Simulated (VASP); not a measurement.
# C (P-1) in VASP: single point with LDA

Aim: the single point of C with LDA.

Program: VASP 6.6.1. These are calculated values, not measurements. Logs are shortened: lines on timing, memory, paths and dates and some standing lists are left out, and cuts for length are marked.

**1. The cell of the first run**

The typed cell holds 4 atoms: a = 2.510 Å, b = 2.405 Å, c = 7.178 Å, α = 93.95°, β = 88.99°, γ = 120.03°.

**2. Single point, LDA**

INCAR

```
SYSTEM = C
PREC     = Accurate       ! precision mode
ENCUT    = 520            ! plane-wave cutoff, eV
EDIFF    = 1E-6           ! SCF threshold, eV
ISMEAR   = 1              ! smearing method
SIGMA    = 0.15           ! smearing width, eV
LREAL    = .False.        ! projectors in reciprocal space
LASPH    = .True.         ! aspherical terms in the spheres
NELM     = 100            ! most SCF steps
ALGO     = Normal         ! electronic algorithm
ISIF     = 2              ! what is computed and relaxed
LWAVE    = .False.        ! write WAVECAR
LCHARG   = .False.        ! write CHGCAR
GGA      = CA             ! functional
NBANDS   = 16             ! bands
```

KPOINTS

```
regular mesh
0
Gamma
  16 16 5
  0 0 0
```

POSCAR

```
C
1.0
    1.2812265000     -2.1577612500      0.0224752500
    1.1748735000      2.0963587500     -0.0838777500
   -0.1793317500     -0.1793317500      7.1732700000
C
4
Direct
    0.0833800000      0.9166200000      0.7531400000
    0.5833800000      0.4166200000      0.2468600000
    0.9166200000      0.0833800000      0.2468600000
    0.4166200000      0.5833800000      0.7531400000
```

Potentials or basis: VASP PAW LDA potentials, release 64 (C).

Launch:

```sh
cat potpaw_LDA.64/C/POTCAR > POTCAR
mpirun -np 1 vasp_std > vasp.out
```

OUTCAR:

```text
SYSTEM = C
   PREC = Accurate
   ENCUT = 520
   EDIFF = 1E-6
   ISMEAR = 1
   LREAL = .False.
   LASPH = .True.
   NELM = 100
   ISIF = 2
   GGA = CA

 ion  position               nearest neighbor table
   1  0.083  0.917  0.753-   4 1.39   4 1.42   4 1.45
   2  0.583  0.417  0.247-   3 1.39   3 1.42   3 1.45
   3  0.917  0.083  0.247-   2 1.39   2 1.42   2 1.45
   4  0.417  0.583  0.753-   1 1.39   1 1.42   1 1.45

  LATTYP: Found a triclinic cell.
 ALAT       =     2.4576345831
 B/A-ratio  =     1.7686524105
 C/A-ratio  =     2.9205936240
 COS(alpha) =     0.0176762347
 COS(beta)  =     0.0493133583
 COS(gamma) =     0.8722499193

  Lattice vectors:

 A1 = (   2.4561000000,  -0.0614025000,  -0.0614025000)
 A2 = (   3.7373265000,  -2.2191637500,  -0.0389272500)
 A3 = (   0.1793317500,   0.1793317500,  -7.1732700000)

Analysis of symmetry for initial positions (statically):
=====================================================================
 Subroutine PRICEL returns:
 Original cell was already a primitive cell.

 Routine SETGRP: Setting up the symmetry group for a
 triclinic supercell.

 Subroutine GETGRP returns: Found  2 space group operations
 (whereof  2 operations were pure point group operations)
 out of a pool of  2 trial point group operations.

The static configuration has the point symmetry S_2 .

Analysis of symmetry for dynamics (positions and initial velocities):
=====================================================================
 Subroutine PRICEL returns:
 Original cell was already a primitive cell.

 Routine SETGRP: Setting up the symmetry group for a
 triclinic supercell.

 Subroutine GETGRP returns: Found  2 space group operations
 (whereof  2 operations were pure point group operations)
 out of a pool of  2 trial point group operations.

The dynamic configuration has the point symmetry S_2 .

 Subroutine INISYM returns: Found  2 space group operations
 (whereof  2 operations are pure point group operations),
 and found     1 'primitive' translations

----------------------------------------------------------------------------------------

                                     Primitive cell

  volume of cell :      37.4037

[... 91 lines left out ...]
   NELM   =    100;   NELMIN=  2; NELMDL= -5     # of ELM steps
   EDIFF  = 0.1E-05   stopping-criterion for ELM
   LREAL  =      F    real-space projection
   EDIFFG = 0.1E-04   stopping-criterion for IOM
   NSW    =      0    number of steps for IOM
   IBRION =     -1    ionic relax: 0-MD 1-quasi-New 2-CG
   NFREE  =      0    steps in history (QN), initial steepest desc. (CG)
   ISIF   =      2    stress and relaxation
   ISYM   =      2    0-nonsym 1-usesym 2-fastsym
   POTIM  = 0.5000    time-step for ionic-motion
   TEBEG  =    0.0;   TEEND  =   0.0 temperature during run
   PSTRESS=    0.0 pullay stress
   NELECT =      16.0000    total number of electrons
   NUPDOWN=      -1.0000    fix difference up-down
   EMIN   =  10.00;   EMAX   =-10.00  energy-range for DOS
   EFERMI =   0.00;   METHOD = LEGACY
   ISMEAR =     1;   SIGMA  =   0.15  broadening in eV -4-tet -1-fermi 0-gaus
   EFERMI_NEDOS =   21; number of points for ismear=-14 and -15
   IALGO  =     38    algorithm
   IMIX   =      4    mixing-type and parameters
     AMIX     =   0.40;   BMIX     =  1.00
     AMIX_MAG =   1.60;   BMIX_MAG =  1.00
  volume/ion in A,a.u.               =       9.35        63.10
  Fermi-wavevector in a.u.,A,eV,Ry     =   1.233512  2.331000 20.701971  1.521552
  Thomas-Fermi vector in A             =   2.368239
   LORBIT       =      0    0 simple, 1 ext, 2 COOP (PROOUT), +10 PAW based schemes
   GGA     = CA    functional components
   LHFCALC =     F    Hartree Fock is set to
   AEXX    =    0.0000 exact exchange contribution
   IVDW    =     0    specifies the selected vdW correction
   LEPSILON=     F    determine dielectric tensor
   LRPA    =     F    only Hartree local field effects (RPA)
 non-spin polarized calculation
 Methfessel and Paxton  Order N= 1 SIGMA  =   0.15
  energy-cutoff  :      520.00
  volume of cell :       37.40
 maximum number of plane-waves:      1027
   NGX =  9   NGY =  9   NGZ = 27

 number of electron      16.0000002 magnetization

 Free energy of the ion-electron system (eV)
  ---------------------------------------------------
  ext. energy  EPLUGINS =         0.00000000
  ---------------------------------------------------
  free energy    TOTEN  =       -40.30705446 eV

  energy without entropy =      -40.30733659  energy(sigma->0) =      -40.30714850

 E-fermi :   4.3144     XC(G=0): -10.3506

 val. band max:        4.0982036377   @ k =   0.3125   0.3750   0.2000
 cond. band min:       4.4033176499   @ k =  -0.3125  -0.3750   0.4000
 fundamental gap:      0.3051140122
 Fermi energy:         4.3143758108

 k-point     1 :       0.0000    0.0000    0.0000
  band No.  band energies     occupation
      1     -15.4155      2.00000
      2     -15.2233      2.00000
      3      -4.3562      2.00000
      4      -2.8828      2.00000
      5       0.9366      2.00000
      6       0.9466      2.00000
[... 433 lines left out ...]
      3      -4.0301      2.00000
      4      -2.5744      2.00000
      5      -0.0045      2.00000
      6       0.0085      2.00000
[... 8 lines left out ...]
     15      14.5372      0.00000
     16      14.6303      0.00000

 [... further k-points ...]

------------------------ aborting loop because EDIFF is reached ----------------------------------------

  FORCE on cell =-STRESS in cart. coord.  units (eV):
  Direction    XX          YY          ZZ          XY          YZ          ZX
  --------------------------------------------------------------------------------------
  -------------------------------------------------------------------------------------
  Total       -0.7858307     -0.7981644     -0.2559801      4.9666352     -0.1345595     -0.0701802
  in kB      -33.6608632    -34.1891746    -10.9648454    212.7445983     -5.7638224     -3.0061527
  external PRESSURE =     -26.2716277 kB  Pullay stress =       0.0000000 kB

 VOLUME and BASIS-vectors are now :
 -----------------------------------------------------------------------------
  energy-cutoff  :      520.00
  volume of cell :       37.40
      direct lattice vectors                 reciprocal lattice vectors
     1.281226500 -2.157761250  0.022475250     0.401637126 -0.224914862  0.004418057
     1.174873500  2.096358750 -0.083877750     0.413707280  0.245821129  0.016488210
    -0.179331750 -0.179331750  7.173270000     0.003579113  0.003579113  0.139585391

 POSITION                                       TOTAL-FORCE (eV/Angst)
 -----------------------------------------------------------------------------------
      1.04868      1.60659      5.32747        -0.620332     -0.037060      0.015783
      1.19265     -0.42968      1.74896        -0.618488     -0.037794      0.023522
      1.22809     -1.84732      1.78440         0.620332      0.037060     -0.015783
      1.08412      0.18895      5.36291         0.618488      0.037794     -0.023522
 -----------------------------------------------------------------------------------
    total drift:                               -0.000000     -0.000000     -0.000000

  FREE ENERGIE OF THE ION-ELECTRON SYSTEM (eV)
  ---------------------------------------------------
  free  energy   TOTEN  =       -40.3070544589 eV

  energy  without entropy=      -40.3073365873  energy(sigma->0) =      -40.30714850
```

stdout:

```text
POSCAR found type information on POSCAR C
 POSCAR found :  1 types and       4 ions
 scaLAPACK will be used
 LDA part: xc-table for (Slater(with rela. corr.)+CA(PZ))
 , standard interpolation
 POSCAR, INCAR and KPOINTS ok, starting setup
 FFT: planning ... GRIDC
 FFT: planning ... GRID_SOFT
 FFT: planning ... GRID
 WAVECAR not read
 entering main loop
```

Run time: 4.3 min. Hardware: 1 thread of Intel Xeon Platinum 8488C (Sapphire Rapids), shared host; peak memory 0.35 GiB.

Results:

```yaml
Free_energy: -40.3071 eV
Pressure: -2.6 GPa
Largest_force: 0.622 eV/Å
```

Forces in eV/Å, atoms in the order of the input:
```
C   -0.620 -0.037  0.016
C   -0.618 -0.038  0.024
C    0.620  0.037 -0.016
C    0.618  0.038 -0.024
```
